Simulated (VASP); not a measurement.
# Al2Pt in VASP: a series of runs

The runs below take Al2Pt through single point, with PBEsol.

Program: VASP 6.6.1. These are calculated values, not measurements. Logs are shortened: lines on timing, memory, paths and dates and some standing lists are left out, and cuts for length are marked.

## Step 1: The cell of the first run

The structure is cubic, space group Fm-3m (No. 225). The conventional cell has a = 6.087 Å, b = 6.087 Å, c = 6.087 Å, α = 90.00°, β = 90.00°, γ = 90.00°. Within 3.5 Å of Al (site symmetry -43m) lie 4 Pt at 2.64 Å and 6 Al at 3.04 Å. Within 3.5 Å of Pt (site symmetry m-3m) lie 8 Al at 2.64 Å.

## Step 2: Single point, PBEsol (volume scaled by 1.10)

INCAR

```
PREC = Accurate
ENCUT = 520
EDIFF = 1E-6
ISMEAR = 0
SIGMA = 0.1
LREAL = F
LASPH = T
NELM = 100
ALGO = Fast
ISIF = 2
LWAVE = F
LCHARG = F
GGA = PS
NBANDS = 15
```

KPOINTS

```
Automatic mesh
0
Gamma
  12 12 12
```

POSCAR

```
Al2Pt
1.0
    0.0000000000      3.0434273813      3.0434273813
    3.0434273813      0.0000000000      3.0434273813
    3.0434273813      3.0434273813      0.0000000000
Al Pt
2 1
Direct
    0.2500000000      0.2500000000      0.2500000000
    0.7500000000      0.7500000000      0.7500000000
    0.0000000000      0.0000000000      0.0000000000
```

Potentials or basis: VASP PAW PBE potentials, release 64 (Al, Pt).

Started as:

```
> cat potpaw_PBE.64/Al/POTCAR potpaw_PBE.64/Pt/POTCAR > POTCAR
> mpirun -np 1 vasp_std > vasp.out
```

OUTCAR:

```text
PREC = Accurate
   ENCUT = 520
   EDIFF = 1E-6
   ISMEAR = 0
   LREAL = F
   LASPH = T
   NELM = 100
   ISIF = 2
   GGA = PS

 ion  position               nearest neighbor table
   1  0.250  0.250  0.250-   3 2.64   3 2.64   3 2.64   3 2.64   2 3.04   2 3.04   2 3.04   2 3.04
                             2 3.04   2 3.04
   2  0.750  0.750  0.750-   3 2.64   3 2.64   3 2.64   3 2.64   1 3.04   1 3.04   1 3.04   1 3.04
                             1 3.04   1 3.04
   3  0.000  0.000  0.000-   1 2.64   2 2.64   2 2.64   2 2.64   2 2.64   1 2.64   1 2.64   1 2.64

  LATTYP: Found a face centered cubic cell.
 ALAT       =     6.0868547626

  Lattice vectors:

 A1 = (   0.0000000000,   3.0434273813,   3.0434273813)
 A2 = (   3.0434273813,   0.0000000000,   3.0434273813)
 A3 = (   3.0434273813,   3.0434273813,   0.0000000000)

Analysis of symmetry for initial positions (statically):
=====================================================================
 Subroutine PRICEL returns:
 Original cell was already a primitive cell.

 Routine SETGRP: Setting up the symmetry group for a
 face centered cubic supercell.

 Subroutine GETGRP returns: Found 48 space group operations
 (whereof 48 operations were pure point group operations)
 out of a pool of 48 trial point group operations.

The static configuration has the point symmetry O_h .

Analysis of symmetry for dynamics (positions and initial velocities):
=====================================================================
 Subroutine PRICEL returns:
 Original cell was already a primitive cell.

 Routine SETGRP: Setting up the symmetry group for a
 face centered cubic supercell.

 Subroutine GETGRP returns: Found 48 space group operations
 (whereof 48 operations were pure point group operations)
 out of a pool of 48 trial point group operations.

The dynamic configuration has the point symmetry O_h .

 Subroutine INISYM returns: Found 48 space group operations
 (whereof 48 operations are pure point group operations),
 and found     1 'primitive' translations

----------------------------------------------------------------------------------------

                                     Primitive cell

  volume of cell :      56.3792

  direct lattice vectors                    reciprocal lattice vectors
     0.000000000  3.043427381  3.043427381    -0.164288461  0.164288461  0.164288461
     3.043427381  0.000000000  3.043427381     0.164288461 -0.164288461  0.164288461
     3.043427381  3.043427381  0.000000000     0.164288461  0.164288461 -0.164288461

  length of vectors
     4.304056279  4.304056279  4.304056279     0.284555961  0.284555961  0.284555961

  position of ions in fractional coordinates (direct lattice)
[... 93 lines left out ...]
   NUPDOWN=      -1.0000    fix difference up-down
   EMIN   =  10.00;   EMAX   =-10.00  energy-range for DOS
   EFERMI =   0.00;   METHOD = LEGACY
   ISMEAR =     0;   SIGMA  =   0.10  broadening in eV -4-tet -1-fermi 0-gaus
   EFERMI_NEDOS =   21; number of points for ismear=-14 and -15
   IALGO  =     68    algorithm
   IMIX   =      4    mixing-type and parameters
     AMIX     =   0.40;   BMIX     =  1.00
     AMIX_MAG =   1.60;   BMIX_MAG =  1.00
  volume/ion in A,a.u.               =      18.79       126.82
  Fermi-wavevector in a.u.,A,eV,Ry     =   1.075826  2.033016 15.747393  1.157401
  Thomas-Fermi vector in A             =   2.211693
   LORBIT       =      0    0 simple, 1 ext, 2 COOP (PROOUT), +10 PAW based schemes
   GGA     = PS    functional components
   LHFCALC =     F    Hartree Fock is set to
   AEXX    =    0.0000 exact exchange contribution
   IVDW    =     0    specifies the selected vdW correction
   LEPSILON=     F    determine dielectric tensor
   LRPA    =     F    only Hartree local field effects (RPA)
 non-spin polarized calculation
 RMM-DIIS sequential band-by-band and
 Gauss-broadening in eV      SIGMA  =   0.10
  energy-cutoff  :      520.00
  volume of cell :       56.38
 maximum number of plane-waves:      1540
   NGX = 17   NGY = 17   NGZ = 17

 number of electron      16.0000000 magnetization

 Free energy of the ion-electron system (eV)
  ---------------------------------------------------
  ext. energy  EPLUGINS =         0.00000000
  ---------------------------------------------------
  free energy    TOTEN  =       -17.57852076 eV

  energy without entropy =      -17.57239034  energy(sigma->0) =      -17.57545555

 E-fermi :   6.8158     XC(G=0): -10.4317

 val. band max:        6.7883440416   @ k =  -0.3333   0.3333   0.0000
 cond. band min:       6.8427095321   @ k =   0.2500   0.1667   0.0000
 fundamental gap:      0.0543654904
 Fermi energy:         6.8157572418

 k-point     1 :       0.0000    0.0000    0.0000
  band No.  band energies     occupation
      1      -2.8384      2.00000
      2       2.1823      2.00000
      3       2.1823      2.00000
      4       2.1823      2.00000
      5       3.4415      2.00000
      6       3.4415      2.00000
      7       9.1297      0.00000
      8      10.5131      0.00000
      9      10.5131      0.00000
     10      10.5131      0.00000
     11      11.7365      0.00000
     12      11.7365      0.00000
     13      11.7365      0.00000
     14      12.8135      0.00000
[... 401 lines left out ...]
      2       1.0878      2.00000
      3       2.3966      2.00000
      4       2.6723      2.00000
      5       3.1423      2.00000
      6       3.5114      2.00000
      7       3.8225      2.00000
      8       6.3013      2.00000
      9       7.4430      0.00000
     10      10.0311      0.00000
     11      12.0997      0.00000
     12      12.2278      0.00000
     13      13.3263      0.00000
     14      15.0101      0.00000
     15      15.6065      0.00000

 [... further k-points ...]
[... 5 lines left out ...]
  --------------------------------------------------------------------------------------
  -------------------------------------------------------------------------------------
  Total       -3.8012132     -3.8012132     -3.8012132      0.0000000      0.0000000      0.0000000
  in kB     -108.0224404   -108.0224404   -108.0224404      0.0000000      0.0000000      0.0000000
  external PRESSURE =    -108.0224404 kB  Pullay stress =       0.0000000 kB

 VOLUME and BASIS-vectors are now :
 -----------------------------------------------------------------------------
  energy-cutoff  :      520.00
  volume of cell :       56.38
      direct lattice vectors                 reciprocal lattice vectors
     0.000000000  3.043427381  3.043427381    -0.164288461  0.164288461  0.164288461
     3.043427381  0.000000000  3.043427381     0.164288461 -0.164288461  0.164288461
     3.043427381  3.043427381  0.000000000     0.164288461  0.164288461 -0.164288461

 POSITION                                       TOTAL-FORCE (eV/Angst)
 -----------------------------------------------------------------------------------
      1.52171      1.52171      1.52171        -0.000000     -0.000000     -0.000000
      4.56514      4.56514      4.56514         0.000000     -0.000000      0.000000
      0.00000      0.00000      0.00000        -0.000000      0.000000      0.000000
 -----------------------------------------------------------------------------------
    total drift:                                0.000000     -0.000000      0.000000

  FREE ENERGIE OF THE ION-ELECTRON SYSTEM (eV)
  ---------------------------------------------------
  free  energy   TOTEN  =       -17.5785207603 eV

  energy  without entropy=      -17.5723903362  energy(sigma->0) =      -17.57545555
```

stdout:

```text
POSCAR found type information on POSCAR AlPt
 POSCAR found :  2 types and       3 ions
 scaLAPACK will be used
 -----------------------------------------------------------------------------
|                                                                             |
|                                                                             |
|     You enforced a specific xc type in the INCAR file but a different       |
|     I HOPE YOU KNOW WHAT YOU ARE DOING!                                     |
|                                                                             |
 -----------------------------------------------------------------------------

 LDA part: xc-table for (Slater+PW92), standard interpolation
 POSCAR, INCAR and KPOINTS ok, starting setup
 FFT: planning ... GRIDC
 FFT: planning ... GRID_SOFT
 FFT: planning ... GRID
 WAVECAR not read
 entering main loop
```

It took 39 s on 1 thread of AMD EPYC 9R45 (Zen 5), shared host; peak memory 0.18 GiB.

What came out:

- Free energy: -17.5785 eV
- Pressure: -10.8 GPa
- Band gap on the k mesh: zero (band 8 reaches 10.51 eV, above the bottom of band 9 at 5.35 eV)

Levels at points of the mesh, in eV from the Fermi level:
```csv
k point,band 5,band 6,band 7,band 8,band 9,band 10,band 11,band 12
"(0.00, 0.00, 0.00)",-3.37,-3.37,2.31,3.70,3.70,3.70,4.92,4.92
"(0.50, 0.00, 0.00)",-3.47,-3.19,-3.19,0.99,0.99,3.52,4.56,4.77
"(0.50, 0.50, 0.00)",-3.50,-3.19,-2.95,-1.46,-1.46,2.55,3.16,7.99
```

Caveat: the PAW data sets were made with another functional, which shifts forces and pressure a little; spin-orbit coupling is left out, which moves the levels of the heavy elements.

(Continued in part 2 of 2.)
